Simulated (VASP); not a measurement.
Write the native input for VASP 6.6.1 that does the following.

```yaml
Task: relaxation of the atoms
Functional: PBE
Potentials_or_basis: VASP PAW PBE potentials, release 64 (Pt, Al)
Cutoff: 520 eV
k_mesh: 7 × 7 × 7
Occupations: fermi-dirac, width 0.05 eV
Spin: no spin polarisation
Dipole_correction: no
Further_INCAR_settings: ALGO = Normal; EDIFF = 1e-06; IBRION = 2; EDIFFG = -0.01; NSW = 60
```

The structure of Al2Pt lies in POSCAR:

```
Al2Pt
1.0
    0.0000000000      2.9550000000      2.9550000000
    2.9550000000      0.0000000000      2.9550000000
    2.9550000000      2.9550000000      0.0000000000
Pt Al
1 2
Direct
    0.0000000000      0.0000000000      0.0000000000
    0.7500000000      0.7500000000      0.7500000000
    0.2500000000      0.2500000000      0.2500000000
```

These files were run (other wordings do the same):

INCAR

```
SYSTEM = Al2Pt
PREC = Accurate
ENCUT = 520
EDIFF = 1E-6
ISMEAR = -1
SIGMA = 0.05
LREAL = .False.
LASPH = .True.
NELM = 80
ALGO = Normal
ISIF = 2
LWAVE = .False.
LCHARG = .False.
GGA = PE
IBRION = 2
NSW = 60
EDIFFG = -0.01
```

KPOINTS

```
Automatic mesh
0
Gamma
  7 7 7
  0 0 0
```

Potentials or basis: VASP PAW PBE potentials, release 64 (Pt, Al).

Launch:

```bash
$ cat potpaw_PBE.64/Pt/POTCAR potpaw_PBE.64/Al/POTCAR > POTCAR
$ mpirun -np 1 vasp_std > vasp.out
```

It gave:

```json
{"Pressure after relaxing": "2.3 GPa", "Band gap on the k mesh": "zero (bands 8 and 9 overlap by 5.19 eV)"}
```

Caveat: the relaxation stopped at its first step, so nothing moved; spin-orbit coupling is left out, which moves the levels of the heavy elements.

Wall time 20 s on 1 thread of Intel Xeon 8259CL, on a shared host, peak memory 0.18 GiB.
